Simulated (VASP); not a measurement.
Input of a VASP 6.6.1 run:

Contents of POSCAR:

```
ZrSe2
1.0
    3.8091785400      0.0000000000      0.0000000000
   -1.9045892700      3.2988453800      0.0000000000
    0.0000000000      0.0000000000      6.4013938500
Zr Se
1 2
Direct
    0.0000000000      0.0000000000      0.0000000000
    0.3333333300      0.6666666700      0.2439474200
    0.6666666700      0.3333333300      0.7560525800
```

File INCAR.step1:

```
PREC = Accurate
ENCUT = 400
EDIFF = 1E-5
ISMEAR = -1
SIGMA = 0.02
LREAL = False
LASPH = True
NELM = 120
ALGO = Normal
ISIF = 2
LWAVE = True
NBANDS = 19
GGA = PE
GGA_COMPAT = False
KPAR = 4
```

File INCAR.step2:

```
PREC = Accurate
ENCUT = 400
EDIFF = 1E-6
ISMEAR = -1
SIGMA = 0.02
LREAL = False
LASPH = True
NELM = 120
ALGO = Normal
ISIF = 2
LWAVE = False
LCHARG = True
GGA = PE
LHFCALC = True
HFSCREEN = 0.2079
PRECFOCK = Normal
LVHAR = True
NBANDS = 19
ISTART = 1
GGA_COMPAT = False
KPAR = 4
```

The input KPOINTS:

```
Automatic mesh
0
Gamma
  6 6 4
```

Potentials or basis: VASP PAW PBE potentials, release 64 (Zr_sv, Se).

The run is started by

```console
$ cat potpaw_PBE.64/Zr_sv/POTCAR potpaw_PBE.64/Se/POTCAR > POTCAR
$ cp INCAR.step1 INCAR
$ mpirun -np 4 vasp_std > vasp.out
$ cp INCAR.step2 INCAR
$ mpirun -np 4 vasp_std > vasp.out
```

Problem. Estimate the largest force.

Solution. 0.124 eV/Å.

Problem. Predict the band gap on the k mesh.

Solution. 1.12 eV (least direct gap 1.88 eV).

Forces on the atoms (eV/Å):
```
Zr   0.000  0.000  0.000
Se   0.000  0.000 -0.124
Se   0.000  0.000  0.124
```

Caveat: the PAW data sets were made with another functional, which shifts forces and pressure a little.

**Measured values to compare with.**

“Stress-Tuned Optical Transitions in Layered 1T-MX2 (M= Hf, Zr, Sn; X= S, Se) Crystals”, 2022, arxiv:2210.12074 quotes, for a bulk crystal of ZrSe2: band gap 1.2 eV (indirect).

A measured gap of ZrSe2 is 1.2 eV (indirect; quoted in “Stress-Tuned Optical Transitions in Layered 1T-MX2 (M= Hf, Zr, Sn; X= S, Se) Crystals”, 2022, arxiv:2210.12074); the calculated 1.12 eV misses it by -0.08 eV. Spin-orbit coupling on Se, Zr is left out. The value is that of HSE06 on a finite k mesh, which can miss the band edges, without temperature or zero-point motion.
